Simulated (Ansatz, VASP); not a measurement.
**Cu: VASP beside Ansatz**

POSCAR

```
Cu
1.0
    0.0000000000      1.7881324402      1.7881324402
    1.7881324402      0.0000000000      1.7881324402
    1.7881324402      1.7881324402      0.0000000000
Cu
1
Direct
    0.0000000000      0.0000000000      0.0000000000
```

INCAR.step1

```
SYSTEM = Cu
ALGO = Normal ; EDIFF = 1E-4
ENCUT = 520 ; GGA = PE
ISMEAR = 1 ; LASPH = .TRUE.
LCHARG = .FALSE. ; LREAL = .FALSE.
LWAVE = .TRUE. ; NBANDS = 12
NELM = 100 ; PREC = Accurate
SIGMA = 0.01
```

Contents of INCAR.step2:

```
SYSTEM = Cu
ALGO = Normal ; EDIFF = 1E-6
ENCUT = 520 ; ISIF = 2
ISMEAR = 1 ; ISTART = 1
LASPH = .TRUE. ; LCHARG = .FALSE.
LMIXTAU = .TRUE. ; LREAL = .FALSE.
LWAVE = .FALSE. ; METAGGA = R2SCAN
NBANDS = 12 ; NELM = 100
PREC = Accurate ; SIGMA = 0.01
```

File KPOINTS:

```
k-points
0
G
  15 15 15
  0 0 0
```

Input for Ansatz:

```yaml
crystal:
  lattice:
    - [0.0, 1.7881324402, 1.7881324402]
    - [1.7881324402, 0.0, 1.7881324402]
    - [1.7881324402, 1.7881324402, 0.0]
  atoms:
    - { symbol: Cu, position: [0.0, 0.0, 0.0] }
hamiltonian:
  xc: r2scan
  pseudopotentials:
    kind: paw
    azcp:
      Cu: "pseudopotentials/Cu.paw.azcp"
basis:
  ecutwfc: 500
  fft_grid_basis: typed
kpoints:
  mp_grid: { grid: [15, 15, 15], shift: [0, 0, 0] }
magnetization:
  spin_polarized: false
scf:
  occupations: { method: cold, width: 0.01 }
  lower_state_search: "off"
output:
  stress: true
  write_density: true
  write_potential: true
  elf: true
  volumetric_format: npy
```

Alike in both runs: task single point; functional r2SCAN; k mesh 15 × 15 × 15; no spin polarisation.

```csv
,VASP,Ansatz
version,VASP 6.6.1,Ansatz 0.2.0
potentials or method,"VASP PAW PBE potentials, release 64 (Cu), cutoff 520 eV","plane waves (500 eV) with PAW, scalar-relativistic"
occupations,"methfessel-paxton of order 1, width 0.01 eV","cold, width 0.01 eV"
valence electrons in the cell,11,19
```

```tsv
	VASP	Ansatz	Ansatz less VASP
pressure (GPa)	0.3	-0.2	-0.47
```

VASP's potentials were made for PBE, not for r2SCAN. VASP's potentials hold 11 valence electrons a cell and Ansatz's 19, so a difference there can come from the potentials and not from the codes.
